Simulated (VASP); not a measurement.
# AlN (F-43m) in VASP: a series of runs, part 2 of 2

VASP 6.6.1. Earlier steps stand in the parts before.

## Step 4: Single point, LDA

INCAR

```
SYSTEM = AlN
PREC = Accurate
ENCUT = 600
EDIFF = 1E-6
ISMEAR = 0
SIGMA = 0.01
LREAL = .FALSE.
LASPH = .TRUE.
NELM = 120
ALGO = Normal
ISIF = 2
LWAVE = .FALSE.
LCHARG = .FALSE.
GGA = CA
NBANDS = 11
GGA_COMPAT = .FALSE.
```

KPOINTS

```
regular mesh
0
G
  10 10 10
  0 0 0
```

POSCAR

```
AlN
1.0
    2.1711430961      2.1711430961      0.0000000000
   -2.1711430961      2.1711430961      0.0000000000
    0.0000000000      2.1711430961      2.1711430961
Al N
1 1
Direct
    0.0000000000      0.0000000000      0.0000000000
    0.2500000000      0.7500000000      0.5000000000
```

Potentials or basis: VASP PAW LDA potentials, release 64 (Al, N).

Started as:

```sh
cat potpaw_LDA.64/Al/POTCAR potpaw_LDA.64/N/POTCAR > POTCAR
mpirun -np 1 vasp_std > vasp.out
```

OUTCAR:

```text
SYSTEM = AlN
   PREC = Accurate
   ENCUT = 600
   EDIFF = 1E-6
   ISMEAR = 0
   LREAL = .FALSE.
   LASPH = .TRUE.
   NELM = 120
   ISIF = 2
   GGA = CA

 ion  position               nearest neighbor table
   1  0.000  0.000  0.000-   2 1.88   2 1.88   2 1.88   2 1.88
   2  0.250  0.750  0.500-   1 1.88   1 1.88   1 1.88   1 1.88

  LATTYP: Found a face centered cubic cell.
 ALAT       =     4.3422861922

  Lattice vectors:

 A1 = (   0.0000000000,   2.1711430961,   2.1711430961)
 A2 = (   2.1711430961,   0.0000000000,   2.1711430961)
 A3 = (   2.1711430961,   2.1711430961,   0.0000000000)

Analysis of symmetry for initial positions (statically):
=====================================================================
 Subroutine PRICEL returns:
 Original cell was already a primitive cell.

 Routine SETGRP: Setting up the symmetry group for a
 face centered cubic supercell.

 Subroutine GETGRP returns: Found 24 space group operations
 (whereof 24 operations were pure point group operations)
 out of a pool of 48 trial point group operations.

The static configuration has the point symmetry T_d .

Analysis of symmetry for dynamics (positions and initial velocities):
=====================================================================
 Subroutine PRICEL returns:
 Original cell was already a primitive cell.

 Routine SETGRP: Setting up the symmetry group for a
 face centered cubic supercell.

 Subroutine GETGRP returns: Found 24 space group operations
 (whereof 24 operations were pure point group operations)
 out of a pool of 48 trial point group operations.

The dynamic configuration has the point symmetry T_d .

 Subroutine INISYM returns: Found 24 space group operations
 (whereof 24 operations are pure point group operations),
 and found     1 'primitive' translations

----------------------------------------------------------------------------------------

                                     Primitive cell

  volume of cell :      20.4689

[... 117 lines left out ...]
   LEPSILON=     F    determine dielectric tensor
   LRPA    =     F    only Hartree local field effects (RPA)
 non-spin polarized calculation
 Gauss-broadening in eV      SIGMA  =   0.01
  energy-cutoff  :      600.00
  volume of cell :       20.47
 maximum number of plane-waves:       701
 NGX is ok and might be reduce to    28
   NGX = 13   NGY = 13   NGZ = 13

 number of electron       8.0000000 magnetization

 Free energy of the ion-electron system (eV)
  ---------------------------------------------------
  ext. energy  EPLUGINS =         0.00000000
  ---------------------------------------------------
  free energy    TOTEN  =       -16.37603137 eV

  energy without entropy =      -16.37603137  energy(sigma->0) =      -16.37603137

 E-fermi :   5.9602     XC(G=0): -11.3436

 val. band max:        5.8765558066   @ k =   0.0000   0.0000   0.0000
 cond. band min:       9.1074359817   @ k =   0.5000   0.5000   0.0000
 fundamental gap:      3.2308801750
 Fermi energy:         5.9602302232

 k-point     1 :       0.0000    0.0000    0.0000
  band No.  band energies     occupation
      1      -9.0509      2.00000
      2       5.8766      2.00000
      3       5.8766      2.00000
      4       5.8766      2.00000
      5      10.2700      0.00000
      6      18.3847      0.00000
      7      18.3847      0.00000
      8      18.3847      0.00000
      9      23.5407      0.00000
     10      23.5407      0.00000
     11      24.9597      0.00000
[... 309 lines left out ...]
 k-point    24 :       0.4000    0.3000    0.0000
  band No.  band energies     occupation
      1      -6.3278      2.00000
      2       1.2274      2.00000
      3       2.4753      2.00000
      4       4.6654      2.00000
      5      11.6225      0.00000
      6      16.0013      0.00000
      7      18.5539      0.00000
      8      19.3954      0.00000
      9      21.6370      0.00000
     10      25.1140      0.00000
     11      30.0910      0.00000

 [... further k-points ...]

------------------------ aborting loop because EDIFF is reached ----------------------------------------

  FORCE on cell =-STRESS in cart. coord.  units (eV):
  Direction    XX          YY          ZZ          XY          YZ          ZX
  --------------------------------------------------------------------------------------
  -------------------------------------------------------------------------------------
  Total        0.0693144      0.0693144      0.0693144     -0.0000000      0.0000000      0.0000000
  in kB        5.4254877      5.4254877      5.4254877     -0.0000000      0.0000000      0.0000000
  external PRESSURE =       5.4254877 kB  Pullay stress =       0.0000000 kB

 VOLUME and BASIS-vectors are now :
 -----------------------------------------------------------------------------
  energy-cutoff  :      600.00
  volume of cell :       20.47
      direct lattice vectors                 reciprocal lattice vectors
     2.171143096  2.171143096  0.000000000     0.230293434  0.230293434 -0.230293434
    -2.171143096  2.171143096  0.000000000    -0.230293434  0.230293434 -0.230293434
     0.000000000  2.171143096  2.171143096     0.000000000  0.000000000  0.460586869

 POSITION                                       TOTAL-FORCE (eV/Angst)
 -----------------------------------------------------------------------------------
      0.00000      0.00000      0.00000        -0.000000     -0.000000      0.000000
     -1.08557      3.25671      1.08557         0.000000      0.000000      0.000000
 -----------------------------------------------------------------------------------
    total drift:                               -0.000000     -0.000000     -0.000000

  FREE ENERGIE OF THE ION-ELECTRON SYSTEM (eV)
  ---------------------------------------------------
  free  energy   TOTEN  =       -16.3760313676 eV

  energy  without entropy=      -16.3760313676  energy(sigma->0) =      -16.37603137
```

stdout:

```text
POSCAR found type information on POSCAR AlN
 POSCAR found :  2 types and       2 ions
 scaLAPACK will be used
 LDA part: xc-table for (Slater(with rela. corr.)+CA(PZ))
 , standard interpolation
 POSCAR, INCAR and KPOINTS ok, starting setup
 FFT: planning ... GRIDC
 FFT: planning ... GRID_SOFT
 FFT: planning ... GRID
 WAVECAR not read
 entering main loop
```

It took 28 s on 1 thread of AMD EPYC 7R13, shared host; peak memory 0.11 GiB.

What came out:

```yaml
Free_energy: -16.3760 eV
Pressure: 0.5 GPa
Band_gap_on_the_k_mesh: 3.23 eV, indirect (least direct gap 4.39 eV)
```

A k mesh can miss the band edges.

## Step 5: The runs side by side

```tsv
task	cell	gap on the mesh (eV)	pressure (GPa)
relaxation of cell and atoms	relaxed to 10 GPa	3.25	10.0
relaxation of cell and atoms	relaxed to 15 GPa	3.25	15.0
single point	as given	3.23	0.5
```

Alike in all rows: level LDA; potentials or basis VASP PAW LDA potentials, release 64 (Al, N); no spin polarisation; k mesh 10 × 10 × 10; cutoff (eV) 600; smearing gaussian 0.01 eV.

Caveats: the cell is relaxed towards a set pressure, so the enthalpy falls and the energy may rise (some runs).

Absolute energies hang on the potentials; compare differences alone.
